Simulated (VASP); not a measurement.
# WS2 (scan) (P6_3/mmc) in VASP: single point with r2SCAN

Aim: the single point of WS2 (scan) with r2SCAN.

Program: VASP 6.6.1. These are calculated values, not measurements. Logs are shortened: lines on timing, memory, paths and dates and some standing lists are left out, and cuts for length are marked.

### 1 The cell of the first run

Symmetry: P6_3/mmc, No. 194, hexagonal system. The conventional cell has a = 3.180 Å, b = 3.180 Å, c = 12.500 Å, α = 90.00°, β = 90.00°, γ = 120.00°. W (site symmetry -6m2) has 6 S at 2.41 Å and 6 W at 3.18 Å within 3.2 Å. Within 3.2 Å of S (site symmetry 3m) lie 3 W at 2.41 Å and 7 S at 3.12 to 3.18 Å.

### 2 Single point, r2SCAN

POSCAR

```
WS2
1.0
    3.1800000000      0.0000000000      0.0000000000
   -1.5900000000      2.7539607840      0.0000000000
    0.0000000000      0.0000000000     12.5000000000
W S
2 4
Direct
    0.3333333333      0.6666666667      0.2500000000
    0.6666666667      0.3333333333      0.7500000000
    0.3333333333      0.6666666667      0.6250000000
    0.6666666667      0.3333333333      0.1250000000
    0.3333333333      0.6666666667      0.8750000000
    0.6666666667      0.3333333333      0.3750000000
```

INCAR.step1

```
PREC = Accurate
ENCUT = 520
ISMEAR = 0
SIGMA = 0.1
LREAL = False
LASPH = True
NELM = 80
NBANDS = 35
GGA = PE
ALGO = Normal
EDIFF = 1E-4
LWAVE = True
LCHARG = False
```

INCAR.step2

```
PREC = Accurate
ENCUT = 520
EDIFF = 1E-6
ISMEAR = 0
SIGMA = 0.1
LREAL = False
LASPH = True
NELM = 80
ALGO = Normal
ISIF = 2
LWAVE = False
LCHARG = True
METAGGA = R2SCAN
LMIXTAU = True
LELF = True
LVHAR = True
NBANDS = 35
ISTART = 1
```

KPOINTS

```
regular mesh
0
Gamma
  6 6 2
```

Potentials or basis: VASP PAW PBE potentials, release 64 (W_sv, S).

On the command line:

```
$ cat potpaw_PBE.64/W_sv/POTCAR potpaw_PBE.64/S/POTCAR > POTCAR
$ cp INCAR.step1 INCAR
$ mpirun -np 1 vasp_std > vasp.out
$ cp INCAR.step2 INCAR
$ mpirun -np 1 vasp_std > vasp.out
```

OUTCAR:

```text
PREC = Accurate
   ENCUT = 520
   EDIFF = 1E-6
   ISMEAR = 0
   LREAL = False
   LASPH = True
   NELM = 80
   ISIF = 2
   METAGGA = R2SCAN
   ISTART = 1

 ion  position               nearest neighbor table
   1  0.333  0.667  0.250-   4 2.41   6 2.41   4 2.41   6 2.41   4 2.41   6 2.41
   2  0.667  0.333  0.750-   3 2.41   5 2.41   3 2.41   5 2.41   3 2.41   5 2.41
   3  0.333  0.667  0.625-   2 2.41   2 2.41   2 2.41
   4  0.667  0.333  0.125-   1 2.41   1 2.41   1 2.41
   5  0.333  0.667  0.875-   2 2.41   2 2.41   2 2.41
   6  0.667  0.333  0.375-   1 2.41   1 2.41   1 2.41

  LATTYP: Found a hexagonal cell.
 ALAT       =     3.1800000000
 C/A-ratio  =     3.9308176101

  Lattice vectors:

 A1 = (   3.1800000000,   0.0000000000,   0.0000000000)
 A2 = (  -1.5900000000,   2.7539607840,   0.0000000000)
 A3 = (   0.0000000000,   0.0000000000,  12.5000000000)

Analysis of symmetry for initial positions (statically):
=====================================================================
 Subroutine PRICEL returns:
 Original cell was already a primitive cell.

 Routine SETGRP: Setting up the symmetry group for a
 hexagonal supercell.

 Subroutine GETGRP returns: Found 24 space group operations
 (whereof 12 operations were pure point group operations)
 out of a pool of 24 trial point group operations.

The static configuration has the point symmetry D_3d.
 The point group associated with its full space group is D_6h.

Analysis of symmetry for dynamics (positions and initial velocities):
=====================================================================
 Subroutine PRICEL returns:
 Original cell was already a primitive cell.

 Routine SETGRP: Setting up the symmetry group for a
 hexagonal supercell.

 Subroutine GETGRP returns: Found 24 space group operations
 (whereof 12 operations were pure point group operations)
 out of a pool of 24 trial point group operations.

The dynamic configuration has the point symmetry D_3d.
 The point group associated with its full space group is D_6h.

 Subroutine INISYM returns: Found 24 space group operations
 (whereof 12 operations are pure point group operations),
 and found     1 'primitive' translations

----------------------------------------------------------------------------------------

                                     Primitive cell

  volume of cell :     109.4699

  direct lattice vectors                    reciprocal lattice vectors
     3.180000000  0.000000000  0.000000000     0.314465409  0.181556688  0.000000000
    -1.590000000  2.753960784  0.000000000     0.000000000  0.363113377  0.000000000
     0.000000000  0.000000000 12.500000000     0.000000000  0.000000000  0.080000000

  length of vectors
     3.180000000  3.180000000 12.500000000     0.363113377  0.363113377  0.080000000

  position of ions in fractional coordinates (direct lattice)
     0.333333333  0.666666667  0.250000000
     0.666666667  0.333333333  0.750000000
     0.333333333  0.666666667  0.625000000
     0.666666667  0.333333333  0.125000000
     0.333333333  0.666666667  0.875000000
     0.666666667  0.333333333  0.375000000

  ion indices of the primitive-cell ions
   primitive index   ion index
                 1           1
                 2           2
                 3           3
                 4           4
                 5           5
                 6           6

----------------------------------------------------------------------------------------

 KPOINTS: regular mesh

Automatic generation of k-mesh.
 Grid dimensions read from file:
 generate k-points for:    6    6    2

 Generating k-lattice:

  Cartesian coordinates                     Fractional coordinates (reciprocal lattice)
     0.052410901  0.030259448  0.000000000     0.166666667  0.000000000  0.000000000
     0.000000000  0.060518896  0.000000000     0.000000000  0.166666667  0.000000000
     0.000000000  0.000000000  0.040000000     0.000000000  0.000000000  0.500000000

  Length of vectors
     0.060518896  0.060518896  0.040000000

  Shift w.r.t. Gamma in fractional coordinates (k-lattice)
     0.000000000  0.000000000  0.000000000

 Subroutine IBZKPT returns following result:
 ===========================================

 Found     14 irreducible k-points:

 Following reciprocal coordinates:
            Coordinates               Weight
  0.000000  0.000000  0.000000      1.000000
  0.166667  0.000000  0.000000      6.000000
  0.333333  0.000000  0.000000      6.000000
  0.500000  0.000000  0.000000      3.000000
  0.166667  0.166667  0.000000      6.000000
  0.333333  0.166667  0.000000     12.000000
  0.333333  0.333333  0.000000      2.000000
  0.000000  0.000000  0.500000      1.000000
  0.166667  0.000000  0.500000      6.000000
  0.333333  0.000000  0.500000      6.000000
  0.500000  0.000000  0.500000      3.000000
  0.166667  0.166667  0.500000      6.000000
  0.333333  0.166667  0.500000     12.000000
  0.333333  0.333333  0.500000      2.000000
   k-points           NKPTS =     14   k-points in BZ     NKDIM =     14   number of bands    NBANDS=     35
   number of dos      NEDOS =    301   number of ions     NIONS =      6
   total plane-waves  NPLWV =  55296
   dimension x,y,z NGX =    24 NGY =   24 NGZ =   96
   dimension x,y,z NGXF=    48 NGYF=   48 NGZF=  192
   ions per type =               2   4
   NGX,Y,Z   is equivalent  to a cutoff of  12.55, 12.55, 12.77 a.u.
   NGXF,Y,Z  is equivalent  to a cutoff of  25.09, 25.09, 25.54 a.u.
 SYSTEM =  unknown system
   PREC   = accura    normal or accurate (medium, high low for compatibility)
   ISTART =      1    job   : 0-new  1-cont  2-samecut
   ICHARG =      0    charge: 1-file 2-atom 10-const
   ISPIN  =      1    spin polarized calculation?
   LNONCOLLINEAR =      F non collinear calculations
   LSORBIT =      F    spin-orbit coupling
   LASPH  =      T    aspherical Exc in radial PAW
   ENCUT  =  520.0 eV  38.22 Ry    6.18 a.u.   5.91  5.91 23.24*2*pi/ulx,y,z
   NELM   =     80;   NELMIN=  2; NELMDL=  0     # of ELM steps
   EDIFF  = 0.1E-05   stopping-criterion for ELM
   LREAL  =      F    real-space projection
   EDIFFG = 0.1E-04   stopping-criterion for IOM
   NSW    =      0    number of steps for IOM
   IBRION =     -1    ionic relax: 0-MD 1-quasi-New 2-CG
   NFREE  =      0    steps in history (QN), initial steepest desc. (CG)
   ISIF   =      2    stress and relaxation
   ISYM   =      2    0-nonsym 1-usesym 2-fastsym
   POTIM  = 0.5000    time-step for ionic-motion
   TEBEG  =    0.0;   TEEND  =   0.0 temperature during run
   PSTRESS=    0.0 pullay stress
   NELECT =      52.0000    total number of electrons
   NUPDOWN=      -1.0000    fix difference up-down
   EMIN   =  10.00;   EMAX   =-10.00  energy-range for DOS
   EFERMI =   0.00;   METHOD = LEGACY
   ISMEAR =     0;   SIGMA  =   0.10  broadening in eV -4-tet -1-fermi 0-gaus
   EFERMI_NEDOS =   21; number of points for ismear=-14 and -15
   IALGO  =     38    algorithm
   IMIX   =      4    mixing-type and parameters
     AMIX     =   0.40;   BMIX     =  1.00
     AMIX_MAG =   1.60;   BMIX_MAG =  1.00
  volume/ion in A,a.u.               =      18.24       123.12
  Fermi-wavevector in a.u.,A,eV,Ry     =   1.277353  2.413847 22.199688  1.631631
  Thomas-Fermi vector in A             =   2.409958
   LORBIT       =      0    0 simple, 1 ext, 2 COOP (PROOUT), +10 PAW based schemes
   METAGGA = R2SCAN    functional components
   LHFCALC =     F    Hartree Fock is set to
   AEXX    =    0.0000 exact exchange contribution
   IVDW    =     0    specifies the selected vdW correction
   LEPSILON=     F    determine dielectric tensor
   LRPA    =     F    only Hartree local field effects (RPA)
 non-spin polarized calculation
 Gauss-broadening in eV      SIGMA  =   0.10
  energy-cutoff  :      520.00
  volume of cell :      109.47
 maximum number of plane-waves:      2976
 NGX is ok and might be reduce to    24
   NGX = 11   NGY = 11   NGZ = 47

 number of electron      52.0000006 magnetization

 Free energy of the ion-electron system (eV)
  ---------------------------------------------------
  ext. energy  EPLUGINS =         0.00000000
  ---------------------------------------------------
  free energy    TOTEN  =      -140.14202723 eV

  energy without entropy =     -140.14202723  energy(sigma->0) =     -140.14202723

 E-fermi :   7.4908     XC(G=0): -11.4813

 val. band max:        6.9939551132   @ k =   0.0000   0.0000   0.0000
 cond. band min:       8.1605161111   @ k =   0.1667   0.1667   0.0000
 fundamental gap:      1.1665609978
 Fermi energy:         7.4907922737

 k-point     1 :       0.0000    0.0000    0.0000
  band No.  band energies     occupation
      1     -69.6277      2.00000
      2     -69.6277      2.00000
      3     -33.2188      2.00000
      4     -33.2187      2.00000
      5     -33.0587      2.00000
      6     -33.0587      2.00000
[... 27 lines left out ...]
     34       9.6264      0.00000
     35      12.1342      0.00000

 k-point     2 :       0.1667    0.0000    0.0000
  band No.  band energies     occupation
      1     -69.6229      2.00000
      2     -69.6229      2.00000
      3     -33.2019      2.00000
      4     -33.2018      2.00000
      5     -33.1500      2.00000
      6     -33.1500      2.00000
[... 27 lines left out ...]
     34      10.1881      0.00000
     35      13.7747      0.00000

 k-point     3 :       0.3333    0.0000    0.0000
  band No.  band energies     occupation
      1     -69.6133      2.00000
      2     -69.6132      2.00000
      3     -33.3287      2.00000
      4     -33.3287      2.00000
      5     -33.1679      2.00000
      6     -33.1679      2.00000
[... 27 lines left out ...]
     34      11.2011      0.00000
     35      13.1966      0.00000

 k-point     4 :       0.5000    0.0000    0.0000
  band No.  band energies     occupation
      1     -69.6084      2.00000
      2     -69.6084      2.00000
      3     -33.4161      2.00000
      4     -33.4161      2.00000
      5     -33.1508      2.00000
      6     -33.1508      2.00000
[... 27 lines left out ...]
     34      11.5224      0.00000
     35      11.5888      0.00000

 k-point     5 :       0.1667    0.1667    0.0000
  band No.  band energies     occupation
      1     -69.6157      2.00000
      2     -69.6157      2.00000
      3     -33.2677      2.00000
      4     -33.2677      2.00000
      5     -33.1764      2.00000
      6     -33.1764      2.00000
[... 258 lines left out ...]
 k-point    12 :       0.1667    0.1667    0.5000
  band No.  band energies     occupation
      1     -69.6157      2.00000
      2     -69.6157      2.00000
      3     -33.2677      2.00000
      4     -33.2677      2.00000
      5     -33.1764      2.00000
      6     -33.1764      2.00000
[... 27 lines left out ...]
     34      11.2067      0.00000
     35      14.6723      0.00000

 k-point    13 :       0.3333    0.1667    0.5000
  band No.  band energies     occupation
      1     -69.6084      2.00000
      2     -69.6084      2.00000
      3     -33.3715      2.00000
      4     -33.3715      2.00000
      5     -33.1894      2.00000
      6     -33.1894      2.00000
[... 27 lines left out ...]
     34      11.5056      0.00000
     35      13.1810      0.00000

 k-point    14 :       0.3333    0.3333    0.5000
  band No.  band energies     occupation
      1     -69.6060      2.00000
      2     -69.6060      2.00000
      3     -33.3261      2.00000
      4     -33.3261      2.00000
      5     -33.2906      2.00000
      6     -33.2906      2.00000
[... 27 lines left out ...]
     34      12.0730      0.00000
     35      13.8176      0.00000

------------------------ aborting loop because EDIFF is reached ----------------------------------------

  FORCE on cell =-STRESS in cart. coord.  units (eV):
  Direction    XX          YY          ZZ          XY          YZ          ZX
  --------------------------------------------------------------------------------------
  -------------------------------------------------------------------------------------
  Total        0.2231211      0.2231211      0.4259578      0.0000000      0.0000000     -0.0000000
  in kB        3.2655494      3.2655494      6.2342216      0.0000000      0.0000000     -0.0000000
  external PRESSURE =       4.2551068 kB  Pullay stress =       0.0000000 kB

 VOLUME and BASIS-vectors are now :
 -----------------------------------------------------------------------------
  energy-cutoff  :      520.00
  volume of cell :      109.47
      direct lattice vectors                 reciprocal lattice vectors
     3.180000000  0.000000000  0.000000000     0.314465409  0.181556688  0.000000000
    -1.590000000  2.753960784  0.000000000     0.000000000  0.363113377  0.000000000
     0.000000000  0.000000000 12.500000000     0.000000000  0.000000000  0.080000000

 POSITION                                       TOTAL-FORCE (eV/Angst)
 -----------------------------------------------------------------------------------
     -0.00000      1.83597      3.12500        -0.000000     -0.000000      0.000000
      1.59000      0.91799      9.37500         0.000000      0.000000      0.000000
     -0.00000      1.83597      7.81250         0.000000      0.000000      0.088730
      1.59000      0.91799      1.56250        -0.000000      0.000000      0.088730
     -0.00000      1.83597     10.93750        -0.000000     -0.000000     -0.088730
      1.59000      0.91799      4.68750         0.000000     -0.000000     -0.088730
 -----------------------------------------------------------------------------------
    total drift:                               -0.000000      0.000000     -0.000000

  FREE ENERGIE OF THE ION-ELECTRON SYSTEM (eV)
  ---------------------------------------------------
  free  energy   TOTEN  =      -140.1420272283 eV

  energy  without entropy=     -140.1420272283  energy(sigma->0) =     -140.14202723
```

It took 1.7 min on 1 thread of Intel Xeon Platinum 8488C (Sapphire Rapids), shared host; peak memory 0.25 GiB.

Results:

```yaml
Free_energy: -140.1420 eV
Pressure: 0.4 GPa
Largest_force: 0.089 eV/Å
Band_gap_on_the_k_mesh: 1.17 eV, indirect (least direct gap 1.86 eV)
```

Forces in eV/Å, atoms in the order of the input:
```
W    0.000  0.000  0.000
W    0.000  0.000  0.000
S    0.000  0.000  0.089
S    0.000  0.000  0.089
S    0.000  0.000 -0.089
S    0.000  0.000 -0.089
```

Stress tensor (GPa, compression positive):
```
0.33 0.00 0.00
0.00 0.33 0.00
0.00 0.00 0.62
```

Caveat: the PAW data sets were made with another functional, which shifts forces and pressure a little; spin-orbit coupling is left out, which moves the levels of the heavy elements.
